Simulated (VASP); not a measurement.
## C: relaxation of cell and atoms with PBE

C:

```
C
1.0
     3.43820    0.00000    0.00000
     0.00000    3.43820    0.00000
     0.00000    0.00000    4.45919
C
6
Direct
  0.00000 0.00000 0.25000
  0.00000 0.00000 0.75000
  0.69371 0.00000 0.50000
  0.30629 0.00000 0.50000
  0.00000 0.69371 0.00000
  0.00000 0.30629 0.00000
```

The cell was built from a structure type or drawn by symmetry, and may not be a known phase.

| Quantity | Value |
| --- | --- |
| Program | VASP 6.6.1 |
| Task | relaxation of cell and atoms |
| Functional | PBE |
| Potentials or basis | VASP PAW PBE potentials, release 64 (C) |
| Cutoff | 600 eV |
| k mesh | 8 × 8 × 6 |
| Occupations | gaussian, width 0.02 eV |
| Spin | no spin polarisation |
| Dipole correction | no |
| Further INCAR settings | ALGO = Normal; EDIFF = 1e-06; IBRION = 2; EDIFFG = -0.01; NSW = 100; ISIF = 3 |

- Pressure after relaxing: -0.1 GPa
- Largest force after relaxing: 0.010 eV/Å
- Band gap on the k mesh: 0.66 eV (least direct gap 2.09 eV)

Forces on the atoms (eV/Å):
```
C    0.000  0.000  0.000
C    0.000  0.000  0.000
C    0.010  0.000  0.000
C   -0.010  0.000  0.000
C    0.000  0.010  0.000
C    0.000 -0.010  0.000
```

Stress tensor (GPa, compression positive):
```
-0.13  0.00  0.00
 0.00 -0.13  0.00
 0.00  0.00 -0.02
```

Final structure:
```xyz
6
Lattice="3.4382 0.0000 0.0000 0.0000 3.4382 0.0000 0.0000 0.0000 4.4592" Properties=species:S:1:pos:R:3 pbc="T T T"
C     0.0000    0.0000    1.1148
C     0.0000    0.0000    3.3444
C     2.3851    3.4382    2.2296
C     1.0531    0.0000    2.2296
C     0.0000    2.3851    0.0000
C     3.4382    1.0531    0.0000
```

Levels at points of the mesh, in eV from the valence-band top:
| k point | band 9 | band 10 | band 11 | band 12 | band 13 | band 14 | band 15 | band 16 |
| --- | --- | --- | --- | --- | --- | --- | --- | --- |
| (0.00, 0.00, 0.00) | -3.79 | -3.79 | -2.39 | -2.39 | 3.89 | 5.56 | 5.65 | 6.08 |
| (0.50, 0.00, 0.00) | -3.68 | -2.68 | -2.02 | -1.91 | 1.29 | 4.18 | 6.18 | 6.72 |
| (0.50, 0.50, 0.00) | -4.90 | -4.59 | -1.80 | -1.34 | 0.75 | 0.75 | 9.03 | 9.03 |
| (0.00, 0.00, 0.50) | -6.28 | -6.28 | 0.00 | 0.00 | 3.95 | 3.95 | 4.85 | 4.85 |
| (0.50, 0.00, 0.50) | -5.21 | -3.75 | -2.37 | -1.89 | 3.68 | 4.09 | 4.84 | 7.74 |
| (0.50, 0.50, 0.50) | -3.67 | -3.67 | -3.42 | -3.42 | 1.41 | 1.41 | 8.21 | 8.21 |

It took 81 s on 1 thread of Intel Xeon 8259CL, on a shared host, peak memory 0.19 GiB.

Caveat: the relaxation stopped at its first step, so nothing moved. A k mesh can miss the band edges.
